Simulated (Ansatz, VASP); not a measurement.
# Co in VASP and in Ansatz

```
CELL_PARAMETERS angstrom
2.44309 0.00000 0.00000
0.00000 2.44309 0.00000
0.00000 0.00000 3.45330
ATOMIC_POSITIONS crystal
Co 0.00000 0.00000 0.00000
Co 0.50000 0.50000 0.50000
```

Alike in both runs: task single point; functional PBE; k mesh 14 × 14 × 10; occupations fermi-dirac, width 0.05 eV; collinear spin.

|  | VASP | Ansatz |
| --- | --- | --- |
| version | VASP 6.6.1 | Ansatz 0.2.0 |
| potentials or method | VASP PAW PBE potentials, release 64 (Co), cutoff 600 eV | plane waves (420 eV) with PAW, scalar-relativistic |
| valence electrons in the cell | 18 | 34 |

Ansatz gave:

```
pressure (GPa)                                                : 13.6
traceless stress, the component that is largest in VASP (GPa) : 0.13
net moment per atom (μB)                                      : 1.60
size of the moment on the site where the two differ most (μB) : 1.66
```

Q: Which values does VASP return?

A: Pressure (GPa): 12.5; traceless stress, the component that is largest in VASP (GPa): 0.18; net moment per atom (μB): 1.59; size of the moment on the site where the two differ most (μB): 1.60.

Site moments also hang on the region over which each program counts them. VASP's potentials hold 18 valence electrons a cell and Ansatz's 34, so a difference there can come from the potentials and not from the codes.
